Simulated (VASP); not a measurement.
Set up this calculation in VASP 6.6.1, as the native input.

* Task: relaxation of cell and atoms
* Functional: PBE
* Potentials or basis: VASP PAW PBE potentials, release 64 (Li_sv, S)
* Cutoff: 600 eV
* k mesh: 12 × 12 × 10
* Occupations: gaussian, width 0.1 eV
* Spin: no spin polarisation
* Dipole correction: no
* Further INCAR settings: ALGO = Normal; EDIFF = 1e-06; IBRION = 2; EDIFFG = -0.01; NSW = 100; ISIF = 3

The structure of LiS3 lies in POSCAR:

```
LiS3
1.0
    4.5619877087      0.0000000000      0.0000000000
   -2.2809938543      3.9507972475      0.0000000000
    0.0000000000      0.0000000000      4.6380132483
Li S
1 3
Direct
    0.0000000000      0.0000000000      0.0000000000
    0.3333333333      0.6666666667      0.5000000000
    0.6666666667      0.3333333333      0.5000000000
    0.0000000000      0.0000000000      0.5000000000
```

The cell was built from a structure type or drawn by symmetry, and may not be a known phase.

One way to write it, as run:

INCAR

```
SYSTEM = LiS3
PREC = Accurate
ENCUT = 600
EDIFF = 1E-6
ISMEAR = 0
SIGMA = 0.1
LREAL = .False.
LASPH = .True.
NELM = 60
ALGO = Normal
ISIF = 3
LWAVE = .False.
LCHARG = .False.
GGA = PE
IBRION = 2
NSW = 100
EDIFFG = -0.01
```

KPOINTS

```
regular mesh
0
Gamma
  12 12 10
  0 0 0
```

Potentials or basis: VASP PAW PBE potentials, release 64 (Li_sv, S).

Run with:

```bash
$ cat potpaw_PBE.64/Li_sv/POTCAR potpaw_PBE.64/S/POTCAR > POTCAR
$ mpirun -np 1 vasp_std > vasp.out
```

It gave:

The relaxed volume is 20.93 Å³/atom, the relaxed cell is a = 4.566 Å, b = 4.566 Å, c = 4.637 Å, α = 90.00°, β = 90.00°, γ = 120.00° and the space group after relaxing (to 0.1 Å) is P6/mmm (No. 191). The energy gained by relaxing is 0.0 meV/atom. The ionic steps are 2. The pressure after relaxing is 0.0 GPa and the band gap on the k mesh is zero (an odd number of electrons rules out a gap without spin polarisation).

Caveat: the cutoff is under 1.25 times the usual one of these potentials, so pressure, stress and relaxed cells hold a basis-set (Pulay) error.

Wall time 64 s on 1 thread of Intel(R) Xeon(R) 6975P-C (Granite Rapids), with other jobs on the host, peak memory 0.31 GiB.
